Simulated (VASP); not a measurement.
# Pt (I4/mmm) in VASP: notebook, part 2 of 2

VASP 6.6.1. Earlier steps stand in the parts before.

### Step 4. Single point, PBE

This run uses another cell than the first one, of the same volume but with other edges.

Contents of INCAR:

```
PREC     = Accurate       # precision mode
ENCUT    = 520            # plane-wave cutoff, eV
EDIFF    = 1E-7           # SCF threshold, eV
ISMEAR   = -1             # smearing method
SIGMA    = 0.02           # smearing width, eV
LREAL    = F              # projectors in reciprocal space
LASPH    = T              # aspherical terms in the spheres
NELM     = 60             # most SCF steps
ALGO     = Fast           # electronic algorithm
ISIF     = 2              # what is computed and relaxed
LWAVE    = F              # write WAVECAR
LCHARG   = T              # write CHGCAR
GGA      = PE             # functional
LELF     = T              # ELF
LVHAR    = T            
NBANDS   = 11             # bands
```

Contents of KPOINTS:

```
Automatic mesh
0
Gamma
  24 24 24
```

Contents of POSCAR:

```
Pt
1.0
    0.0000000000      1.8424544409      2.2109453291
    1.8424544409      0.0000000000      2.2109453291
    1.8424544409      1.8424544409      0.0000000000
Pt
1
Direct
    0.0000000000      0.0000000000      0.0000000000
```

Potentials or basis: VASP PAW PBE potentials, release 64 (Pt).

Run with:

```sh
$ cat potpaw_PBE.64/Pt/POTCAR > POTCAR
$ mpirun -np 1 vasp_std > vasp.out
```

OUTCAR:

```text
PREC = Accurate
   ENCUT = 520
   EDIFF = 1E-7
   ISMEAR = -1
   LREAL = F
   LASPH = T
   NELM = 60
   ISIF = 2
   GGA = PE

 ion  position               nearest neighbor table
   1  0.000  0.000  0.000-

  LATTYP: Found a body centered tetragonal cell.
 ALAT       =     2.6056240584
 C/A-ratio  =     1.6970562749

  Lattice vectors:

 A1 = (  -1.8424544409,   0.0000000000,   2.2109453291)
 A2 = (   1.8424544409,   0.0000000000,   2.2109453291)
[... 515 lines left out ...]
     10      32.4242      0.00000
     11      36.7460      0.00000

 [... further k-points ...]

------------------------ aborting loop because EDIFF is reached ----------------------------------------

  FORCE on cell =-STRESS in cart. coord.  units (eV):
  Direction    XX          YY          ZZ          XY          YZ          ZX
  --------------------------------------------------------------------------------------
  -------------------------------------------------------------------------------------
  Total        2.4506298      2.4506298     -0.3287838      0.0000000      0.0000000      0.0000000
  in kB      261.5693061    261.5693061    -35.0929225      0.0000000      0.0000000      0.0000000
  external PRESSURE =     162.6818966 kB  Pullay stress =       0.0000000 kB

 VOLUME and BASIS-vectors are now :
 -----------------------------------------------------------------------------
  energy-cutoff  :      520.00
  volume of cell :       15.01
      direct lattice vectors                 reciprocal lattice vectors
     0.000000000  1.842454441  2.210945329    -0.271377131  0.271377131  0.226147609
     1.842454441  0.000000000  2.210945329     0.271377131 -0.271377131  0.226147609
     1.842454441  1.842454441  0.000000000     0.271377131  0.271377131 -0.226147609

 POSITION                                       TOTAL-FORCE (eV/Angst)
 -----------------------------------------------------------------------------------
      0.00000      0.00000      0.00000         0.000000      0.000000      0.000000
 -----------------------------------------------------------------------------------
    total drift:                                0.000000      0.000000     -0.000000

  FREE ENERGIE OF THE ION-ELECTRON SYSTEM (eV)
  ---------------------------------------------------
  free  energy   TOTEN  =        -5.9307084878 eV

  energy  without entropy=       -5.9285496564  energy(sigma->0) =       -5.92962907
```

OSZICAR:

```text
N       E                     dE             d eps       ncg     rms          rms(c)
DAV:   1     0.396163386550E+02    0.39616E+02   -0.53503E+03 23930   0.845E+02
DAV:   2    -0.567510012998E+01   -0.45291E+02   -0.43429E+02 26839   0.177E+02
DAV:   3    -0.627635906410E+01   -0.60126E+00   -0.59722E+00 27363   0.193E+01
DAV:   4    -0.627873137626E+01   -0.23723E-02   -0.23721E-02 26916   0.143E+00
DAV:   5    -0.627875012942E+01   -0.18753E-04   -0.18753E-04 27355   0.117E-01    0.132E+01
RMM:   6    -0.597200695040E+01    0.30674E+00   -0.29021E-01 23480   0.463E+00    0.708E+00
RMM:   7    -0.593404825998E+01    0.37959E-01   -0.66750E-02 24852   0.238E+00    0.247E+00
RMM:   8    -0.593089765814E+01    0.31506E-02   -0.80181E-03 24921   0.796E-01    0.502E-01
RMM:   9    -0.593069454698E+01    0.20311E-03   -0.78172E-04 27270   0.244E-01    0.782E-02
RMM:  10    -0.593070624077E+01   -0.11694E-04   -0.12081E-04 27768   0.853E-02    0.493E-02
RMM:  11    -0.593070867237E+01   -0.24316E-05   -0.22539E-05 28477   0.321E-02    0.968E-03
RMM:  12    -0.593070847496E+01    0.19741E-06   -0.47700E-06 27192   0.160E-02    0.467E-03
RMM:  13    -0.593070835929E+01    0.11567E-06   -0.12447E-06 26683   0.752E-03    0.266E-03
RMM:  14    -0.593070848941E+01   -0.13012E-06   -0.34154E-07 20001   0.433E-03    0.360E-04
RMM:  15    -0.593070848785E+01    0.15631E-08   -0.78309E-08 16121   0.186E-03
   1 F= -.59307085E+01 E0= -.59296291E+01  d E =-.215883E-02
```

It took 98 s on 1 thread of Intel Xeon Platinum 8488C (Sapphire Rapids), shared host; peak memory 0.29 GiB.

Results:

```
Free energy            : -5.9307 eV
Pressure               : 16.3 GPa
Band gap on the k mesh : zero (bands 5 and 6 overlap by 3.28 eV)
```

Levels at points of the mesh, in eV from the Fermi level:
```tsv
k point	band 2	band 3	band 4	band 5	band 6	band 7	band 8	band 9
(0.00, 0.00, 0.00)	-5.14	-3.05	-2.75	-2.75	-0.33	15.26	16.91	21.25
(0.50, 0.00, 0.00)	-4.75	-2.76	-0.29	-0.21	0.42	6.31	13.33	18.74
(0.50, 0.50, 0.00)	-6.70	-0.14	0.40	0.46	0.46	6.09	13.86	13.86
(0.50, 0.00, 0.50)	-6.33	-0.53	-0.27	1.70	3.19	10.23	10.91	11.25
```

Caveat: the cell stands under pressure; spin-orbit coupling is left out, which moves the levels of the heavy elements.

### Step 5. Single point, PBE

This run uses another cell than the first one, of the same volume but with other edges.

Contents of INCAR:

```
PREC = Accurate ; ENCUT = 520
EDIFF = 1E-7 ; ISMEAR = -1
SIGMA = 0.02 ; LREAL = False
LASPH = True ; NELM = 60
ALGO = Fast ; ISIF = 2
LWAVE = False ; LCHARG = True
GGA = PE ; LELF = True
LVHAR = True ; NBANDS = 11
```

KPOINTS is that of step 4.

Contents of POSCAR:

```
Pt
1.0
    0.0000000000      2.1269582839      1.6590274614
    2.1269582839      0.0000000000      1.6590274614
    2.1269582839      2.1269582839      0.0000000000
Pt
1
Direct
    0.0000000000      0.0000000000      0.0000000000
```

Run with:

```sh
$ cat potpaw_PBE.64/Pt/POTCAR > POTCAR
$ mpirun -np 1 vasp_std > vasp.out
```

It took 98 s on 1 thread of Intel Xeon Platinum 8488C (Sapphire Rapids), shared host; peak memory 0.28 GiB.

It converged, with:

- Free energy: -5.9921 eV
- Pressure: 13.6 GPa
- Band gap on the k mesh: zero (bands 5 and 6 overlap by 2.26 eV)

Stress tensor (GPa, compression positive):
```
11.40  0.00  0.00
 0.00 11.40  0.00
 0.00  0.00 17.87
```

Levels at points of the mesh, in eV from the Fermi level:
```
           k point  band 1  band 2  band 3  band 4  band 5  band 6  band 7  band 8  band 9  band 10
(0.00, 0.00, 0.00)  -10.07   -4.00   -4.00   -3.17   -1.75   -0.74   15.93   17.73   17.73    25.48
(0.50, 0.00, 0.00)   -7.13   -4.98   -1.98   -0.61   -0.12    0.98    6.44   13.61   17.07    22.94
(0.50, 0.50, 0.00)   -6.70   -6.58    0.36    0.64    0.64    5.84    8.78    8.78   13.04    19.02
(0.50, 0.00, 0.50)   -7.06   -5.90   -0.60   -0.41    0.54    1.21    7.32   12.61   14.71    23.56
```

Caveat: the cell stands under pressure; spin-orbit coupling is left out, which moves the levels of the heavy elements.

### Step 6. Summary

| cell | further INCAR settings | gap on the mesh (eV) | pressure (GPa) |
| --- | --- | --- | --- |
| a = 3.021, b = 3.021, c = 2.467 Å, angles 65.9, 65.9, 48.2°, 1 atom | ALGO = Fast; EDIFF = 1e-06; NBANDS = 11 | none | 34.9 |
| a = 2.713, b = 2.713, c = 2.923 Å, angles 57.4, 57.4, 65.2°, 1 atom | ALGO = Fast; EDIFF = 1e-07; NBANDS = 11 | none | 12.6 |
| a = 2.878, b = 2.878, c = 2.606 Å, angles 63.1, 63.1, 53.8°, 1 atom | ALGO = Fast; EDIFF = 1e-07; NBANDS = 11 | none | 16.3 |
| a = 2.697, b = 2.697, c = 3.008 Å, angles 56.1, 56.1, 67.8°, 1 atom | ALGO = Fast; EDIFF = 1e-07; NBANDS = 11 | none | 13.6 |

Alike in all rows: task single point; level PBE; potentials or basis VASP PAW PBE potentials, release 64 (Pt); no spin polarisation; k mesh 24 × 24 × 24; cutoff (eV) 520; smearing fermi-dirac 0.02 eV.

Caveats: the cell stands under pressure; spin-orbit coupling is left out, which moves the levels of the heavy elements.

Absolute energies hang on the potentials; compare differences alone.
